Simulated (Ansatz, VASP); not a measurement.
## One calculation of MgO, two programs

The input INCAR:

```
  PREC = Accurate
  ENCUT = 520
  EDIFF = 1E-7
  ISMEAR = 0
  SIGMA = 0.01
  LREAL = False
  LASPH = True
  NELM = 80
  ALGO = Normal
  ISIF = 2
  LWAVE = False
  LCHARG = True
  GGA = PS
  LELF = True
  LVHAR = True
  NBANDS = 16
```

The input KPOINTS:

```
regular mesh
0
Gamma
  6 6 6
```

The input POSCAR:

```
MgO
1.0
    3.5435418977      0.0000000000      0.0000000000
   -1.7717709488      3.0687973890      0.0000000000
    0.0000000000      0.0000000000      4.2465456510
Mg O
2 2
Direct
    0.6666666667      0.3333333333      0.7500000000
    0.3333333333      0.6666666667      0.2500000000
    0.6666666667      0.3333333333      0.2500000000
    0.3333333333      0.6666666667      0.7500000000
```

Input for Ansatz:

```yaml
crystal:
  lattice:
    - [3.5435418976794555, 0.0, 0.0]
    - [-1.7717709488397277, 3.068797388960233, 0.0]
    - [0.0, 0.0, 4.246545651023088]
  atoms:
    - { symbol: Mg, position: [0.6666666666666666, 0.3333333333333333, 0.75] }
    - { symbol: Mg, position: [0.3333333333333333, 0.6666666666666666, 0.25] }
    - { symbol: O, position: [0.6666666666666666, 0.3333333333333333, 0.25] }
    - { symbol: O, position: [0.3333333333333333, 0.6666666666666666, 0.75] }
basis:
  ecutwfc: 500.0
kpoints:
  mp_grid:
    grid: [6, 6, 6]
hamiltonian:
  xc: pbesol
scf:
  convergence:
    dr2_threshold: 1.0e-10
  occupations:
    method: fixed
output:
  stress: true
```

Alike in both runs: task single point; functional PBEsol; k mesh 6 × 6 × 6; no spin polarisation.

```csv
,VASP,Ansatz
version,VASP 6.6.1,Ansatz 0.2.0
potentials or method,"VASP PAW PBE potentials, release 64 (Mg, O), cutoff 520 eV","plane waves, PAW"
occupations,"gaussian, width 0.01 eV",fixed
valence electrons in the cell,16,32
```

|  | VASP | Ansatz | Ansatz less VASP |
| --- | --- | --- | --- |
| pressure (GPa) | -5.3 | -4.8 | +0.43 |
| traceless stress, the component that is largest in VASP (GPa) | -0.12 | -0.06 | +0.055 |

VASP's potentials were made for PBE, not for PBEsol. VASP's potentials hold 16 valence electrons a cell and Ansatz's 32, so a difference there can come from the potentials and not from the codes.
